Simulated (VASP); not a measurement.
# Cs2AgBiBr6 (Fm-3m) in VASP: single point with r2SCAN

Aim: the single point of Cs2AgBiBr6 with r2SCAN.

Everything below comes from runs of VASP 6.6.1. Logs are shortened: lines on timing, memory, paths and dates and some standing lists are left out, and cuts for length are marked.

## 1. The cell of the first run

Symmetry: Fm-3m, No. 225, cubic system. The conventional cell has a = 11.346 Å, b = 11.346 Å, c = 11.346 Å, α = 90.00°, β = 90.00°, γ = 90.00°. Within 5.3 Å of Cs (site symmetry -43m) lie 12 Br at 4.01 Å and 4 Ag at 4.91 Å and 4 Bi at 4.91 Å. Ag (site symmetry m-3m) has 6 Br at 2.82 Å within 3.7 Å. Bi (site symmetry m-3m) has 6 Br at 2.86 Å within 3.8 Å. Br (site symmetry 4mm) has 1 Ag at 2.82 Å and 1 Bi at 2.86 Å within 3.7 Å.

## 2. Single point, r2SCAN

POSCAR

```
Cs2AgBiBr6
1.0
    0.0000000000      5.6728027495      5.6728027495
    5.6728027495      0.0000000000      5.6728027495
    5.6728027495      5.6728027495      0.0000000000
Cs Ag Bi Br
2 1 1 6
Direct
    0.2500000000      0.2500000000      0.2500000000
    0.7500000000      0.7500000000      0.7500000000
    0.5000000000      0.5000000000      0.5000000000
    0.0000000000      0.0000000000      0.0000000000
    0.2518243533      0.7481756467      0.2518243533
    0.2518243533      0.7481756467      0.7481756467
    0.7481756467      0.2518243533      0.7481756467
    0.7481756467      0.2518243533      0.2518243533
    0.2518243533      0.2518243533      0.7481756467
    0.7481756467      0.7481756467      0.2518243533
```

INCAR.step1

```
SYSTEM = Cs2AgBiBr6
ALGO = Normal
EDIFF = 1E-4
ENCUT = 520
GGA = PE
ISMEAR = 0
LASPH = .TRUE.
LCHARG = .FALSE.
LREAL = .FALSE.
LWAVE = .TRUE.
NBANDS = 54
NELM = 100
PREC = Accurate
SIGMA = 0.02
```

INCAR.step2

```
SYSTEM = Cs2AgBiBr6
ALGO = Normal
EDIFF = 1E-7
ENCUT = 520
ISIF = 2
ISMEAR = 0
ISTART = 1
LASPH = .TRUE.
LCHARG = .FALSE.
LMIXTAU = .TRUE.
LREAL = .FALSE.
LWAVE = .FALSE.
METAGGA = R2SCAN
NBANDS = 54
NELM = 100
PREC = Accurate
SIGMA = 0.02
```

KPOINTS

```
k-points
0
G
  4 4 4
  0 0 0
```

Potentials or basis: VASP PAW PBE potentials, release 64 (Cs_sv, Ag, Bi_d, Br).

Run with:

```bash
$ cat potpaw_PBE.64/Cs_sv/POTCAR potpaw_PBE.64/Ag/POTCAR potpaw_PBE.64/Bi_d/POTCAR potpaw_PBE.64/Br/POTCAR > POTCAR
$ cp INCAR.step1 INCAR
$ mpirun -np 1 vasp_std > vasp.out
$ cp INCAR.step2 INCAR
$ mpirun -np 1 vasp_std > vasp.out
```

OUTCAR:

```text
SYSTEM = Cs2AgBiBr6
   EDIFF = 1E-7
   ENCUT = 520
   ISIF = 2
   ISMEAR = 0
   ISTART = 1
   LASPH = .TRUE.
   LREAL = .FALSE.
   METAGGA = R2SCAN
   NELM = 100
   PREC = Accurate

 ion  position               nearest neighbor table
   1  0.250  0.250  0.250-
   2  0.750  0.750  0.750-
   3  0.500  0.500  0.500-   5 2.82   6 2.82   7 2.82   8 2.82   9 2.82  10 2.82
   4  0.000  0.000  0.000-   5 2.86   6 2.86   7 2.86   8 2.86   9 2.86  10 2.86
   5  0.252  0.748  0.252-   3 2.82   4 2.86
   6  0.252  0.748  0.748-   3 2.82   4 2.86
   7  0.748  0.252  0.748-   3 2.82   4 2.86
   8  0.748  0.252  0.252-   3 2.82   4 2.86
   9  0.252  0.252  0.748-   3 2.82   4 2.86
  10  0.748  0.748  0.252-   3 2.82   4 2.86

  LATTYP: Found a face centered cubic cell.
 ALAT       =    11.3456054990

  Lattice vectors:

 A1 = (   0.0000000000,   5.6728027495,   5.6728027495)
 A2 = (   5.6728027495,   0.0000000000,   5.6728027495)
 A3 = (   5.6728027495,   5.6728027495,   0.0000000000)

Analysis of symmetry for initial positions (statically):
=====================================================================
 Subroutine PRICEL returns:
 Original cell was already a primitive cell.

 Routine SETGRP: Setting up the symmetry group for a
 face centered cubic supercell.

 Subroutine GETGRP returns: Found 48 space group operations
 (whereof 48 operations were pure point group operations)
 out of a pool of 48 trial point group operations.

The static configuration has the point symmetry O_h .

Analysis of symmetry for dynamics (positions and initial velocities):
=====================================================================
 Subroutine PRICEL returns:
 Original cell was already a primitive cell.

 Routine SETGRP: Setting up the symmetry group for a
 face centered cubic supercell.

 Subroutine GETGRP returns: Found 48 space group operations
 (whereof 48 operations were pure point group operations)
 out of a pool of 48 trial point group operations.

The dynamic configuration has the point symmetry O_h .

 Subroutine INISYM returns: Found 48 space group operations
 (whereof 48 operations are pure point group operations),
 and found     1 'primitive' translations

[... 95 lines left out ...]
   EDIFFG = 0.1E-05   stopping-criterion for IOM
   NSW    =      0    number of steps for IOM
   IBRION =     -1    ionic relax: 0-MD 1-quasi-New 2-CG
   NFREE  =      0    steps in history (QN), initial steepest desc. (CG)
   ISIF   =      2    stress and relaxation
   ISYM   =      2    0-nonsym 1-usesym 2-fastsym
   POTIM  = 0.5000    time-step for ionic-motion
   TEBEG  =    0.0;   TEEND  =   0.0 temperature during run
   PSTRESS=    0.0 pullay stress
   NELECT =      86.0000    total number of electrons
   NUPDOWN=      -1.0000    fix difference up-down
   EMIN   =  10.00;   EMAX   =-10.00  energy-range for DOS
   EFERMI =   0.00;   METHOD = LEGACY
   ISMEAR =     0;   SIGMA  =   0.02  broadening in eV -4-tet -1-fermi 0-gaus
   EFERMI_NEDOS =   21; number of points for ismear=-14 and -15
   IALGO  =     38    algorithm
   IMIX   =      4    mixing-type and parameters
     AMIX     =   0.40;   BMIX     =  1.00
     AMIX_MAG =   1.60;   BMIX_MAG =  1.00
  volume/ion in A,a.u.               =      36.51       246.39
  Fermi-wavevector in a.u.,A,eV,Ry     =   1.011036  1.910581 13.907792  1.022194
  Thomas-Fermi vector in A             =   2.144061
   LORBIT       =      0    0 simple, 1 ext, 2 COOP (PROOUT), +10 PAW based schemes
   METAGGA = R2SCAN    functional components
   LHFCALC =     F    Hartree Fock is set to
   AEXX    =    0.0000 exact exchange contribution
   IVDW    =     0    specifies the selected vdW correction
   LEPSILON=     F    determine dielectric tensor
   LRPA    =     F    only Hartree local field effects (RPA)
 non-spin polarized calculation
 Gauss-broadening in eV      SIGMA  =   0.02
  energy-cutoff  :      520.00
  volume of cell :      365.11
 maximum number of plane-waves:      9864
   NGX = 29   NGY = 29   NGZ = 29

 number of electron      85.9999998 magnetization

 Free energy of the ion-electron system (eV)
  ---------------------------------------------------
  ext. energy  EPLUGINS =         0.00000000
  ---------------------------------------------------
  free energy    TOTEN  =      -222.52618856 eV

  energy without entropy =     -222.52618856  energy(sigma->0) =     -222.52618856

 E-fermi :   1.0414     XC(G=0):  -8.4577

 val. band max:        0.8624110488   @ k =   0.5000   0.5000   0.0000
 cond. band min:       2.5190967083   @ k =   0.5000   0.0000   0.0000
 fundamental gap:      1.6566856596
 Fermi energy:         1.0414439134

 k-point     1 :       0.0000    0.0000    0.0000
  band No.  band energies     occupation
      1     -22.9683      2.00000
      2     -22.9683      2.00000
      3     -22.9300      2.00000
      4     -22.9300      2.00000
      5     -22.9300      2.00000
      6     -20.4719      2.00000
[... 445 lines left out ...]
     53       7.4691      0.00000
     54       7.7946      0.00000

------------------------ aborting loop because EDIFF is reached ----------------------------------------

  FORCE on cell =-STRESS in cart. coord.  units (eV):
  Direction    XX          YY          ZZ          XY          YZ          ZX
  --------------------------------------------------------------------------------------
  -------------------------------------------------------------------------------------
  Total       -0.0181890     -0.0181890     -0.0181890     -0.0000000      0.0000000     -0.0000000
  in kB       -0.0798172     -0.0798172     -0.0798172     -0.0000000      0.0000000     -0.0000000
  external PRESSURE =      -0.0798172 kB  Pullay stress =       0.0000000 kB

 VOLUME and BASIS-vectors are now :
 -----------------------------------------------------------------------------
  energy-cutoff  :      520.00
  volume of cell :      365.11
      direct lattice vectors                 reciprocal lattice vectors
     0.000000000  5.672802749  5.672802749    -0.088139853  0.088139853  0.088139853
     5.672802749  0.000000000  5.672802749     0.088139853 -0.088139853  0.088139853
     5.672802749  5.672802749  0.000000000     0.088139853  0.088139853 -0.088139853

 POSITION                                       TOTAL-FORCE (eV/Angst)
 -----------------------------------------------------------------------------------
      2.83640      2.83640      2.83640        -0.000000      0.000000     -0.000000
      8.50920      8.50920      8.50920         0.000000      0.000000      0.000000
      5.67280      5.67280      5.67280         0.000000      0.000000      0.000000
      0.00000      0.00000      0.00000         0.000000      0.000000      0.000000
      5.67280      2.85710      5.67280         0.000000      0.008150      0.000000
      8.48851      5.67280      5.67280        -0.008150      0.000000      0.000000
      5.67280      8.48851      5.67280         0.000000     -0.008150      0.000000
      2.85710      5.67280      5.67280         0.008150      0.000000      0.000000
      5.67280      5.67280      2.85710         0.000000      0.000000      0.008150
      5.67280      5.67280      8.48851         0.000000      0.000000     -0.008150
 -----------------------------------------------------------------------------------
    total drift:                                0.000000      0.000000      0.000000

  FREE ENERGIE OF THE ION-ELECTRON SYSTEM (eV)
  ---------------------------------------------------
  free  energy   TOTEN  =      -222.5261885571 eV

  energy  without entropy=     -222.5261885571  energy(sigma->0) =     -222.52618856
```

OSZICAR.step1:

```text
N       E                     dE             d eps       ncg     rms          rms(c)
DAV:   1     0.708677481034E+03    0.70868E+03   -0.37054E+04   880   0.140E+03
DAV:   2     0.467649318684E+02   -0.66191E+03   -0.64481E+03  1082   0.297E+02
DAV:   3    -0.285494228870E+02   -0.75314E+02   -0.74899E+02  1034   0.116E+02
DAV:   4    -0.308852042371E+02   -0.23358E+01   -0.23300E+01  1034   0.252E+01
DAV:   5    -0.309616560534E+02   -0.76452E-01   -0.76423E-01  1226   0.404E+00    0.777E+00
DAV:   6    -0.296477381534E+02    0.13139E+01   -0.22870E+00  1130   0.897E+00    0.517E+00
DAV:   7    -0.295747623861E+02    0.72976E-01   -0.11839E+00  1056   0.403E+00    0.236E+00
DAV:   8    -0.295804725423E+02   -0.57102E-02   -0.10336E-01  1048   0.159E+00    0.608E-01
DAV:   9    -0.295824578975E+02   -0.19854E-02   -0.95569E-03  1048   0.533E-01    0.129E-01
DAV:  10    -0.295832437535E+02   -0.78586E-03   -0.16660E-03  1040   0.157E-01    0.924E-02
DAV:  11    -0.295835596386E+02   -0.31589E-03   -0.36174E-04   856   0.820E-02    0.183E-02
DAV:  12    -0.295835793611E+02   -0.19723E-04   -0.36123E-05   704   0.307E-02
   1 F= -.29583579E+02 E0= -.29583579E+02  d E =-.251213E-20
```

Wall time 10 min (1 thread of AMD EPYC 9R45 (Zen 5), shared host); peak memory 0.62 GiB.

Results:

```
Free energy            : -222.5262 eV
Pressure               : 0.0 GPa
Largest force          : 0.008 eV/Å
Band gap on the k mesh : 1.66 eV (least direct gap 2.79 eV)
```

Forces on the atoms (eV/Å):
```
Cs   0.000  0.000  0.000
Cs   0.000  0.000  0.000
Ag   0.000  0.000  0.000
Bi   0.000  0.000  0.000
Br   0.000  0.008  0.000
Br  -0.008  0.000  0.000
Br   0.000 -0.008  0.000
Br   0.008  0.000  0.000
Br   0.000  0.000  0.008
Br   0.000  0.000 -0.008
```

Levels at points of the mesh, in eV from the valence-band top:
```
           k point  band 39  band 40  band 41  band 42  band 43  band 44  band 45  band 46  band 47  band 48
(0.00, 0.00, 0.00)    -1.24    -1.24    -1.24    -0.65    -0.65     2.64     2.64     2.64     4.21     5.03
(0.50, 0.00, 0.00)    -1.54    -1.54    -1.40    -1.24    -1.24     1.66     3.89     3.89     5.54     5.68
(0.50, 0.50, 0.00)    -1.55    -1.55    -1.26    -0.65     0.00     3.08     3.08     3.41     4.92     5.80
```

Caveat: the PAW data sets were made with another functional, which shifts forces and pressure a little; spin-orbit coupling is left out, which moves the levels of the heavy elements. A k mesh can miss the band edges.
